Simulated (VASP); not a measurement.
# HBr (I4/mmm) in VASP: a series of runs, part 2 of 2

VASP 6.6.1. Earlier steps stand in the parts before.

**3. Single point, LDA**

This run uses another cell than the first one, of 11.05 Å³/atom.

File INCAR:

```
PREC = Accurate
ENCUT = 520
EDIFF = 1E-6
ISMEAR = -1
SIGMA = 0.15
LREAL = F
LASPH = T
NELM = 80
ALGO = Normal
ISIF = 2
LWAVE = F
LCHARG = F
NBANDS = 11
```

File KPOINTS:

```
regular mesh
0
Gamma
  16 16 16
```

File POSCAR:

```
HBr
1.0
    0.0000000000      2.5775453039      2.5775453039
    1.6634684431      0.0000000000      2.5775453039
    1.6634684431      2.5775453039      0.0000000000
H Br
1 1
Direct
    0.0000000000      0.0000000000      0.0000000000
    0.5000000000      0.5000000000      0.5000000000
```

Potentials or basis: VASP PAW LDA potentials, release 64 (H, Br).

Started as:

```
$ cat potpaw_LDA.64/H/POTCAR potpaw_LDA.64/Br/POTCAR > POTCAR
$ mpirun -np 1 vasp_std > vasp.out
```

OUTCAR:

```text
PREC = Accurate
   ENCUT = 520
   EDIFF = 1E-6
   ISMEAR = -1
   LREAL = F
   LASPH = T
   NELM = 80
   ISIF = 2

 ion  position               nearest neighbor table
   1  0.000  0.000  0.000-   2 1.66   2 1.66
   2  0.500  0.500  0.500-   1 1.66   1 1.66

  LATTYP: Found a body centered tetragonal cell.
 ALAT       =     3.6451995264
 C/A-ratio  =     0.9126899261

  Lattice vectors:

 A1 = (  -1.6634684431,   0.0000000000,  -2.5775453039)
 A2 = (  -1.6634684431,   0.0000000000,   2.5775453039)
 A3 = (   1.6634684431,   2.5775453039,   0.0000000000)

Analysis of symmetry for initial positions (statically):
=====================================================================
 Subroutine PRICEL returns:
 Original cell was already a primitive cell.

 Routine SETGRP: Setting up the symmetry group for a
 body centered tetragonal supercell.

 Subroutine GETGRP returns: Found 16 space group operations
 (whereof 16 operations were pure point group operations)
 out of a pool of 16 trial point group operations.

The static configuration has the point symmetry D_4h.

Analysis of symmetry for dynamics (positions and initial velocities):
=====================================================================
 Subroutine PRICEL returns:
 Original cell was already a primitive cell.

 Routine SETGRP: Setting up the symmetry group for a
 body centered tetragonal supercell.

 Subroutine GETGRP returns: Found 16 space group operations
 (whereof 16 operations were pure point group operations)
 out of a pool of 16 trial point group operations.

The dynamic configuration has the point symmetry D_4h.

 Subroutine INISYM returns: Found 16 space group operations
 (whereof 16 operations are pure point group operations),
 and found     1 'primitive' translations

----------------------------------------------------------------------------------------

                                     Primitive cell

  volume of cell :      22.1033

[... 113 lines left out ...]
   GGA     = CA    functional components
   LHFCALC =     F    Hartree Fock is set to
   AEXX    =    0.0000 exact exchange contribution
   IVDW    =     0    specifies the selected vdW correction
   LEPSILON=     F    determine dielectric tensor
   LRPA    =     F    only Hartree local field effects (RPA)
 non-spin polarized calculation
  energy-cutoff  :      520.00
  volume of cell :       22.10
 maximum number of plane-waves:       610
   NGX = 13   NGY = 11   NGZ = 11

 number of electron       8.0000001 magnetization

 Free energy of the ion-electron system (eV)
  ---------------------------------------------------
  ext. energy  EPLUGINS =         0.00000000
  ---------------------------------------------------
  free energy    TOTEN  =        -4.78331954 eV

  energy without entropy =       -4.75085399  energy(sigma->0) =       -4.76708676

 E-fermi :   5.4096     XC(G=0): -10.9886

 val. band max:        5.3782034241   @ k =   0.1875   0.1250   0.0625
 cond. band min:       5.4227120654   @ k =   0.3125   0.3750   0.0625
 fundamental gap:      0.0445086413
 Fermi energy:         5.4096373251

 k-point     1 :       0.0000    0.0000    0.0000
  band No.  band energies     occupation
      1     -13.0304      2.00000
      2       4.4918      1.99561
      3       5.7655      0.17058
      4       5.7655      0.17058
      5       7.0773      0.00003
      6      14.0469      0.00000
      7      15.9497      0.00000
      8      17.4271      0.00000
      9      17.4271      0.00000
     10      20.0609      0.00000
     11      20.0609      0.00000
[... 309 lines left out ...]
 k-point    24 :      -0.0625    0.0625    0.0000
  band No.  band energies     occupation
      1     -12.7920      2.00000
      2       2.4553      2.00000
      3       5.2795      1.40861
      4       5.5710      0.50869
      5       9.2402      0.00000
      6      14.2667      0.00000
      7      15.6663      0.00000
      8      16.0840      0.00000
      9      17.4599      0.00000
     10      19.6185      0.00000
     11      21.7794      0.00000

 [... further k-points ...]

------------------------ aborting loop because EDIFF is reached ----------------------------------------

  FORCE on cell =-STRESS in cart. coord.  units (eV):
  Direction    XX          YY          ZZ          XY          YZ          ZX
  --------------------------------------------------------------------------------------
  -------------------------------------------------------------------------------------
  Total        3.4936749      3.4551390      3.4551390      0.0000000      0.0000000     -0.0000000
  in kB      253.2420972    250.4487882    250.4487882      0.0000000      0.0000000     -0.0000000
  external PRESSURE =     251.3798912 kB  Pullay stress =       0.0000000 kB

 VOLUME and BASIS-vectors are now :
 -----------------------------------------------------------------------------
  energy-cutoff  :      520.00
  volume of cell :       22.10
      direct lattice vectors                 reciprocal lattice vectors
     0.000000000  2.577545304  2.577545304    -0.300576787  0.193983011  0.193983011
     1.663468443  0.000000000  2.577545304     0.300576787 -0.193983011  0.193983011
     1.663468443  2.577545304  0.000000000     0.300576787  0.193983011 -0.193983011

 POSITION                                       TOTAL-FORCE (eV/Angst)
 -----------------------------------------------------------------------------------
      0.00000      0.00000      0.00000         0.000000      0.000000      0.000000
      1.66347      2.57755      2.57755        -0.000000      0.000000     -0.000000
 -----------------------------------------------------------------------------------
    total drift:                                0.000000      0.000000      0.000000

  FREE ENERGIE OF THE ION-ELECTRON SYSTEM (eV)
  ---------------------------------------------------
  free  energy   TOTEN  =        -4.7833195369 eV

  energy  without entropy=       -4.7508539930  energy(sigma->0) =       -4.76708676
```

OSZICAR:

```text
N       E                     dE             d eps       ncg     rms          rms(c)
DAV:   1     0.253297482922E+02    0.25330E+02   -0.35213E+03  7734   0.610E+02
DAV:   2    -0.381745838189E+01   -0.29147E+02   -0.28254E+02  9604   0.112E+02
DAV:   3    -0.480306568504E+01   -0.98561E+00   -0.97515E+00  9358   0.212E+01
DAV:   4    -0.480602412984E+01   -0.29584E-02   -0.29581E-02  8684   0.135E+00
DAV:   5    -0.480603258891E+01   -0.84591E-05   -0.84590E-05  9405   0.718E-02    0.944E+00
DAV:   6    -0.478979614849E+01    0.16236E-01   -0.80892E-03  8639   0.463E-01    0.562E+00
DAV:   7    -0.478342691698E+01    0.63692E-02   -0.14125E-02  8666   0.625E-01    0.126E-01
DAV:   8    -0.478331940579E+01    0.10751E-03   -0.34325E-04  8652   0.114E-01    0.319E-02
DAV:   9    -0.478331956827E+01   -0.16247E-06   -0.11497E-05  9182   0.222E-02    0.612E-03
DAV:  10    -0.478331953695E+01    0.31319E-07   -0.72862E-07  5150   0.445E-03
   1 F= -.47833195E+01 E0= -.47670868E+01  d E =-.324655E-01
```

Run time: 31 s. Hardware: 1 thread of AMD EPYC 9R45 (Zen 5), shared host; peak memory 0.17 GiB.

What came out:

| Item | Value |
| --- | --- |
| Free energy | -4.7833 eV |
| Pressure | 25.1 GPa |
| Band gap on the k mesh | zero (bands 4 and 5 overlap by 2.92 eV) |

Stress tensor (GPa, compression positive):
```
25.32  0.00  0.00
 0.00 25.04  0.00
 0.00  0.00 25.04
```

Caveat: the cell stands under pressure.
